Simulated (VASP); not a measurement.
Here is a VASP 6.6.1 calculation.

INCAR

```
SYSTEM = NaCl
  PREC = Accurate
  ENCUT = 1130
  EDIFF = 1E-6
  ISMEAR = 0
  SIGMA = 0.1
  LREAL = .False.
  LASPH = .True.
  NELM = 200
  ALGO = Normal
  ISIF = 2
  LWAVE = .False.
  LCHARG = .False.
  LDAU = .True.
  LDAUTYPE = 2
  LDAUL = -1 1
  LDAUU = 0 1.3
  LDAUJ = 0 0
  LDAUPRINT = 1
  GGA = PE
  NBANDS = 15
  GGA_COMPAT = .False.
```

The input KPOINTS:

```
Automatic mesh
0
Gamma
  4 4 4
  0 0 0
```

POSCAR

```
NaCl
1.0
    3.4055288040      0.0063188646     -0.0186001283
    0.0063188646      3.2860090850      0.0944603201
   -0.0186001283      0.0944603201      3.4384990537
Na Cl
1 1
Direct
    0.0000000000      0.0000000000      0.0000000000
    0.5000000000      0.5000000000      0.5000000000
```

Potentials or basis: VASP PAW PBE potentials, release 64 (Na_sv, Cl).

Command:

```console
$ cat potpaw_PBE.64/Na_sv/POTCAR potpaw_PBE.64/Cl/POTCAR > POTCAR
$ mpirun -np 1 vasp_std > vasp.out
```

Question: Estimate the pressure.

Answer: 3.8 GPa.

Question: What does it give for the band gap on the k mesh?

Answer: 4.25 eV (least direct gap 4.73 eV).

Stress tensor (GPa, compression positive):
```
 2.93 -0.05  0.05
-0.05  6.37 -0.07
 0.05 -0.07  2.05
```

Caveat: the k points lie up to 0.48 Å⁻¹ apart. A k mesh can miss the band edges.
